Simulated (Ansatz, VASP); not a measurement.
One calculation of Al, two programs

```
CELL_PARAMETERS angstrom
0.00000 1.96326 2.02398
1.96326 0.00000 2.02398
1.96326 1.96326 0.00000
ATOMIC_POSITIONS crystal
Al 0.00000 0.00000 0.00000
```

Change from the starting cell: strain -0.030 along x and y, +0.000 along z, atoms carried along.

Alike in both runs: task single point; functional PBEsol; dispersion D3(BJ); k mesh 20 × 20 × 20; occupations gaussian, width 0.15 eV; no spin polarisation.

|  | VASP | Ansatz |
| --- | --- | --- |
| version | VASP 6.6.1 | Ansatz 0.2.0 |
| potentials or method | VASP PAW PBE potentials, release 64 (Al), cutoff 520 eV | scalar-relativistic, plane waves, PAW |
| valence electrons in the cell | 3 | 3 |

```csv
,VASP,Ansatz,Ansatz less VASP
gap on the k mesh at the Fermi level (eV),none,none,-
pressure (GPa),-0.2,-0.2,-0.08
"traceless stress, the component that is largest in VASP (GPa)",-1.33,-1.32,+0.009
```

VASP's potentials were made for PBE, not for PBEsol. A gap of «none» marks a metal or a gap that the smearing closes.
